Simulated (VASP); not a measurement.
# Al in VASP: a series of runs

Runs on Al. Level: PBE. Tasks: single point, relaxation of cell and atoms.

Program: VASP 6.6.1. These are calculated values, not measurements. Logs are shortened: lines on timing, memory, paths and dates and some standing lists are left out, and cuts for length are marked.

### 1 The cell of the first run

Symmetry: Immm, No. 71, orthorhombic system. The conventional cell has a = 2.853 Å, b = 2.920 Å, c = 3.978 Å, α = 90.00°, β = 90.00°, γ = 90.00°. Within 3.8 Å of Al (site symmetry mmm) lie 12 Al at 2.85 to 2.92 Å.

### 2 Single point, PBE

INCAR reads:

```
SYSTEM = Al
PREC     = Accurate       ! precision mode
ENCUT    = 520            ! plane-wave cutoff, eV
EDIFF    = 1E-6           ! SCF threshold, eV
ISMEAR   = 0              ! smearing method
SIGMA    = 0.1            ! smearing width, eV
LREAL    = .FALSE.        ! projectors in reciprocal space
LASPH    = .TRUE.         ! aspherical terms in the spheres
NELM     = 100            ! most SCF steps
ALGO     = Normal         ! electronic algorithm
ISIF     = 2              ! what is computed and relaxed
LWAVE    = .FALSE.        ! write WAVECAR
LCHARG   = .TRUE.         ! write CHGCAR
GGA      = PE             ! functional
LELF     = .TRUE.         ! ELF
LVHAR    = .TRUE.       
NBANDS   = 8              ! bands
```

KPOINTS reads:

```
Automatic mesh
0
G
  8 8 8
  0 0 0
```

POSCAR reads:

```
Al
1.0
   -1.4263223694      1.4600656609      1.9888563934
    1.4263223694     -1.4600656609      1.9888563934
    1.4263223694      1.4600656609     -1.9888563934
Al
1
Direct
    0.5000000000      0.5000000000      0.0000000000
```

Potentials or basis: VASP PAW PBE potentials, release 64 (Al).

Run with:

```console
$ cat potpaw_PBE.64/Al/POTCAR > POTCAR
$ mpirun -np 1 vasp_std > vasp.out
```

OUTCAR:

```text
SYSTEM = Al
   PREC = Accurate
   ENCUT = 520
   EDIFF = 1E-6
   ISMEAR = 0
   LREAL = .FALSE.
   LASPH = .TRUE.
   NELM = 100
   ISIF = 2
   GGA = PE

 ion  position               nearest neighbor table
   1  0.500  0.500  0.000-

  LATTYP: Found a body centered orthorhombic cell.
 ALAT       =     2.8526447388
 B/A-ratio  =     1.0236575491
 C/A-ratio  =     1.3943947288

  Lattice vectors:

 A1 = (  -1.4263223694,   1.4600656609,   1.9888563934)
 A2 = (   1.4263223694,  -1.4600656609,   1.9888563934)
 A3 = (   1.4263223694,   1.4600656609,  -1.9888563934)

Analysis of symmetry for initial positions (statically):
=====================================================================
 Subroutine PRICEL returns:
 Original cell was already a primitive cell.

 Routine SETGRP: Setting up the symmetry group for a
 body centered orthorhombic supercell.

 Subroutine GETGRP returns: Found  8 space group operations
 (whereof  8 operations were pure point group operations)
 out of a pool of  8 trial point group operations.

The static configuration has the point symmetry D_2h.

Analysis of symmetry for dynamics (positions and initial velocities):
=====================================================================
 Subroutine PRICEL returns:
 Original cell was already a primitive cell.

 Routine SETGRP: Setting up the symmetry group for a
 body centered orthorhombic supercell.

 Subroutine GETGRP returns: Found  8 space group operations
 (whereof  8 operations were pure point group operations)
 out of a pool of  8 trial point group operations.

The dynamic configuration has the point symmetry D_2h.

 Subroutine INISYM returns: Found  8 space group operations
 (whereof  8 operations are pure point group operations),
 and found     1 'primitive' translations

----------------------------------------------------------------------------------------

                                     Primitive cell

  volume of cell :      16.5674

  direct lattice vectors                    reciprocal lattice vectors
    -1.426322369  1.460065661  1.988856393     0.000000000  0.342450352  0.251400756
     1.426322369 -1.460065661  1.988856393     0.350551888  0.000000000  0.251400756
     1.426322369  1.460065661 -1.988856393     0.350551888  0.342450352  0.000000000

  length of vectors
     2.849866135  2.849866135  2.849866135     0.424823003  0.431380304  0.490060068

  position of ions in fractional coordinates (direct lattice)
     0.500000000  0.500000000  0.000000000

  ion indices of the primitive-cell ions
   primitive index   ion index
                 1           1

----------------------------------------------------------------------------------------

 KPOINTS: Automatic mesh

Automatic generation of k-mesh.
 Grid dimensions read from file:
 generate k-points for:    8    8    8

 Generating k-lattice:

  Cartesian coordinates                     Fractional coordinates (reciprocal lattice)
     0.000000000  0.042806294  0.031425094     0.125000000  0.000000000  0.000000000
     0.043818986  0.000000000  0.031425094     0.000000000  0.125000000  0.000000000
     0.043818986  0.042806294  0.000000000     0.000000000  0.000000000  0.125000000

  Length of vectors
     0.053102875  0.053922538  0.061257508

  Shift w.r.t. Gamma in fractional coordinates (k-lattice)
     0.000000000  0.000000000  0.000000000

 Subroutine IBZKPT returns following result:
 ===========================================

 Found     95 irreducible k-points:

 Following reciprocal coordinates:
            Coordinates               Weight
  0.000000  0.000000  0.000000      1.000000
  0.125000 -0.000000  0.000000      4.000000
  0.250000 -0.000000  0.000000      4.000000
  0.375000  0.000000 -0.000000      4.000000
  0.500000 -0.000000  0.000000      2.000000
 -0.000000  0.125000  0.000000      4.000000
[... 16 lines left out ...]
  0.125000  0.375000  0.000000      8.000000
  0.250000  0.375000  0.000000      8.000000
 [... further k-points ...]
   k-points           NKPTS =     95   k-points in BZ     NKDIM =     95   number of bands    NBANDS=      8
   number of dos      NEDOS =    301   number of ions     NIONS =      1
   total plane-waves  NPLWV =  13824
   dimension x,y,z NGX =    24 NGY =   24 NGZ =   24
   dimension x,y,z NGXF=    48 NGYF=   48 NGZF=   48
   ions per type =               1
   NGX,Y,Z   is equivalent  to a cutoff of  14.00, 14.00, 14.00 a.u.
   NGXF,Y,Z  is equivalent  to a cutoff of  28.00, 28.00, 28.00 a.u.
 SYSTEM =  Al
   PREC   = accura    normal or accurate (medium, high low for compatibility)
   ISTART =      0    job   : 0-new  1-cont  2-samecut
   ICHARG =      2    charge: 1-file 2-atom 10-const
   ISPIN  =      1    spin polarized calculation?
   LNONCOLLINEAR =      F non collinear calculations
   LSORBIT =      F    spin-orbit coupling
   LASPH  =      T    aspherical Exc in radial PAW
   ENCUT  =  520.0 eV  38.22 Ry    6.18 a.u.   5.30  5.30  5.30*2*pi/ulx,y,z
   NELM   =    100;   NELMIN=  2; NELMDL= -5     # of ELM steps
   EDIFF  = 0.1E-05   stopping-criterion for ELM
   LREAL  =      F    real-space projection
   EDIFFG = 0.1E-04   stopping-criterion for IOM
   NSW    =      0    number of steps for IOM
   IBRION =     -1    ionic relax: 0-MD 1-quasi-New 2-CG
   NFREE  =      0    steps in history (QN), initial steepest desc. (CG)
   ISIF   =      2    stress and relaxation
   ISYM   =      2    0-nonsym 1-usesym 2-fastsym
   POTIM  = 0.5000    time-step for ionic-motion
   TEBEG  =    0.0;   TEEND  =   0.0 temperature during run
   PSTRESS=    0.0 pullay stress
   NELECT =       3.0000    total number of electrons
   NUPDOWN=      -1.0000    fix difference up-down
   EMIN   =  10.00;   EMAX   =-10.00  energy-range for DOS
   EFERMI =   0.00;   METHOD = LEGACY
   ISMEAR =     0;   SIGMA  =   0.10  broadening in eV -4-tet -1-fermi 0-gaus
   EFERMI_NEDOS =   21; number of points for ismear=-14 and -15
   IALGO  =     38    algorithm
   IMIX   =      4    mixing-type and parameters
     AMIX     =   0.40;   BMIX     =  1.00
     AMIX_MAG =   1.60;   BMIX_MAG =  1.00
  volume/ion in A,a.u.               =      16.57       111.80
  Fermi-wavevector in a.u.,A,eV,Ry     =   0.926184  1.750235 11.671314  0.857817
  Thomas-Fermi vector in A             =   2.052119
   LORBIT       =      0    0 simple, 1 ext, 2 COOP (PROOUT), +10 PAW based schemes
   GGA     = PE    functional components
   LHFCALC =     F    Hartree Fock is set to
   AEXX    =    0.0000 exact exchange contribution
   IVDW    =     0    specifies the selected vdW correction
   LEPSILON=     F    determine dielectric tensor
   LRPA    =     F    only Hartree local field effects (RPA)
 non-spin polarized calculation
 Gauss-broadening in eV      SIGMA  =   0.10
  energy-cutoff  :      520.00
  volume of cell :       16.57
 maximum number of plane-waves:       459
 NGX is ok and might be reduce to    24
   NGX = 11   NGY = 11   NGZ = 11

 number of electron       3.0000000 magnetization

 Free energy of the ion-electron system (eV)
  ---------------------------------------------------
  ext. energy  EPLUGINS =         0.00000000
  ---------------------------------------------------
  free energy    TOTEN  =        -3.73926910 eV

  energy without entropy =       -3.73754143  energy(sigma->0) =       -3.73840527

 E-fermi :   7.9139     XC(G=0): -10.1806

 val. band max:        7.8883495694   @ k =  -0.3750   0.3750   0.2500
 cond. band min:       7.9396916823   @ k =  -0.3750   0.3750   0.3750
 fundamental gap:      0.0513421128
 Fermi energy:         7.9138838721

 k-point     1 :       0.0000    0.0000    0.0000
  band No.  band energies     occupation
      1      -3.1477      2.00000
      2      20.1151      0.00000
      3      20.7355      0.00000
      4      20.8366      0.00000
      5      21.6645      0.00000
      6      21.8975      0.00000
      7      22.4434      0.00000
      8      24.4822      0.00000

 k-point     2 :       0.1250   -0.0000    0.0000
  band No.  band energies     occupation
      1      -2.7309      2.00000
      2      15.9859      0.00000
      3      19.6496      0.00000
      4      19.8735      0.00000
      5      22.6870      0.00000
      6      23.3578      0.00000
      7      23.8571      0.00000
      8      25.3530      0.00000

 k-point     3 :       0.2500   -0.0000    0.0000
  band No.  band energies     occupation
      1      -1.4876      2.00000
      2      11.1819      0.00000
      3      18.9884      0.00000
      4      19.0383      0.00000
      5      22.4105      0.00000
      6      22.4461      0.00000
      7      23.0216      0.00000
      8      26.4133      0.00000

 k-point     4 :       0.3750    0.0000   -0.0000
  band No.  band energies     occupation
      1       0.5613      2.00000
      2       6.9441      2.00000
      3      18.8569      0.00000
      4      18.9870      0.00000
      5      20.5850      0.00000
      6      21.0439      0.00000
      7      22.5016      0.00000
      8      24.7725      0.00000

 k-point     5 :       0.5000   -0.0000    0.0000
  band No.  band energies     occupation
      1       3.3232      2.00000
      2       3.4478      2.00000
      3      19.3044      0.00000
      4      19.4408      0.00000
      5      19.6131      0.00000
      6      19.7337      0.00000
      7      23.2184      0.00000
      8      23.3475      0.00000
[... 177 lines left out ...]
 k-point    22 :       0.0000    0.3750    0.0000
  band No.  band energies     occupation
      1       0.6748      2.00000
      2       7.2533      2.00000
      3      18.1762      0.00000
      4      18.9109      0.00000
      5      20.0912      0.00000
      6      20.9474      0.00000
      7      22.2942      0.00000
      8      24.6112      0.00000

 k-point    23 :       0.1250    0.3750    0.0000
  band No.  band energies     occupation
      1       1.9286      2.00000
      2       6.2674      2.00000
      3      14.2265      0.00000
      4      17.9032      0.00000
      5      19.9637      0.00000
      6      21.6446      0.00000
      7      24.7254      0.00000
      8      26.9711      0.00000

 k-point    24 :       0.2500    0.3750    0.0000
  band No.  band energies     occupation
      1       3.9603      2.00000
      2       6.0321      2.00000
      3      10.1557      0.00000
      4      15.9245      0.00000
      5      17.8640      0.00000
      6      25.2406      0.00000
      7      27.6529      0.00000
      8      29.0337      0.00000

 [... further k-points ...]

------------------------ aborting loop because EDIFF is reached ----------------------------------------

  FORCE on cell =-STRESS in cart. coord.  units (eV):
  Direction    XX          YY          ZZ          XY          YZ          ZX
  --------------------------------------------------------------------------------------
  -------------------------------------------------------------------------------------
  Total       -0.2491041     -0.0672598      0.2279620      0.0000000      0.0000000      0.0000000
  in kB      -24.0900640     -6.5044830     22.0454798      0.0000000      0.0000000      0.0000000
  external PRESSURE =      -2.8496891 kB  Pullay stress =       0.0000000 kB

 VOLUME and BASIS-vectors are now :
 -----------------------------------------------------------------------------
  energy-cutoff  :      520.00
  volume of cell :       16.57
      direct lattice vectors                 reciprocal lattice vectors
    -1.426322369  1.460065661  1.988856393     0.000000000  0.342450352  0.251400756
     1.426322369 -1.460065661  1.988856393     0.350551888  0.000000000  0.251400756
     1.426322369  1.460065661 -1.988856393     0.350551888  0.342450352  0.000000000

 POSITION                                       TOTAL-FORCE (eV/Angst)
 -----------------------------------------------------------------------------------
      0.00000      0.00000      1.98886         0.000000      0.000000      0.000000
 -----------------------------------------------------------------------------------
    total drift:                                0.000000     -0.000000      0.000000

  FREE ENERGIE OF THE ION-ELECTRON SYSTEM (eV)
  ---------------------------------------------------
  free  energy   TOTEN  =        -3.7392691011 eV

  energy  without entropy=       -3.7375414296  energy(sigma->0) =       -3.73840527
```

Wall time 5.7 s (1 thread of Intel Xeon Platinum 8488C (Sapphire Rapids), shared host); peak memory 0.13 GiB.

What came out:

```yaml
Free_energy: -3.7393 eV
Pressure: -0.3 GPa
Band_gap_on_the_k_mesh: zero (an odd number of electrons rules out a gap without spin polarisation)
```

Stress tensor (GPa, compression positive):
```
-2.41  0.00  0.00
 0.00 -0.65  0.00
 0.00  0.00  2.20
```

(Continued in part 2 of 2.)
